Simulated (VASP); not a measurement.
Write the native input for VASP 6.6.1 that does the following.

```yaml
Task: relaxation of cell and atoms
Functional: PBE
Potentials_or_basis: VASP PAW PBE potentials, release 64 (Ti_sv, B)
Cutoff: 500 eV
k_mesh: 13 × 13 × 10
Occupations: fermi-dirac, width 0.15 eV
Spin: no spin polarisation
Target_pressure: 20 GPa
Dipole_correction: no
Further_INCAR_settings: ALGO = Normal; EDIFF = 1e-07; IBRION = 2; EDIFFG = -0.02; NSW = 80; ISIF = 3
```

The structure of TiB2 lies in POSCAR:

```
TiB2
1.0
    3.0292000000      0.0000000000      0.0000000000
   -1.5146000000      2.6233640000      0.0000000000
    0.0000000000      0.0000000000      3.2284000000
Ti B
1 2
Direct
    0.0000000000      0.0000000000      0.0000000000
    0.3333333333      0.6666666667      0.5000000000
    0.6666666667      0.3333333333      0.5000000000
```

One way to write it, as run:

INCAR

```
SYSTEM = TiB2
ALGO = Normal
EDIFF = 1E-7
EDIFFG = -0.02
ENCUT = 500
GGA = PE
GGA_COMPAT = .FALSE.
IBRION = 2
ISIF = 3
ISMEAR = -1
LASPH = .TRUE.
LCHARG = .FALSE.
LREAL = .FALSE.
LWAVE = .FALSE.
NELM = 120
NELMIN = 4
NSW = 80
PREC = Accurate
PSTRESS = 200.0
SIGMA = 0.15
```

KPOINTS

```
k-points
0
G
  13 13 10
  0 0 0
```

Potentials or basis: VASP PAW PBE potentials, release 64 (Ti_sv, B).

The run is started by

```sh
$ cat potpaw_PBE.64/Ti_sv/POTCAR potpaw_PBE.64/B/POTCAR > POTCAR
$ mpirun -np 1 vasp_std > vasp.out
```

It gave:

| Item | Value |
| --- | --- |
| Relaxed volume | 7.99 Å³/atom |
| Relaxed cell | a = 2.972 Å, b = 2.972 Å, c = 3.132 Å, α = 90.00°, β = 90.00°, γ = 120.00° |
| Space group after relaxing (to 0.05 Å) | P6/mmm (No. 191) |
| Energy change on relaxing (the enthalpy is what falls) | +34.1 meV/atom |
| Ionic steps | 5 |
| Pressure after relaxing | 20.0 GPa |
| Band gap on the k mesh | zero (band 9 reaches 11.09 eV, above the bottom of band 10 at 10.51 eV) |

Caveat: the cell is relaxed towards a set pressure, so the enthalpy falls and the energy may rise.

Wall time 97 s on 1 thread of Intel Xeon 6975P-C (shared host), peak memory 0.18 GiB.
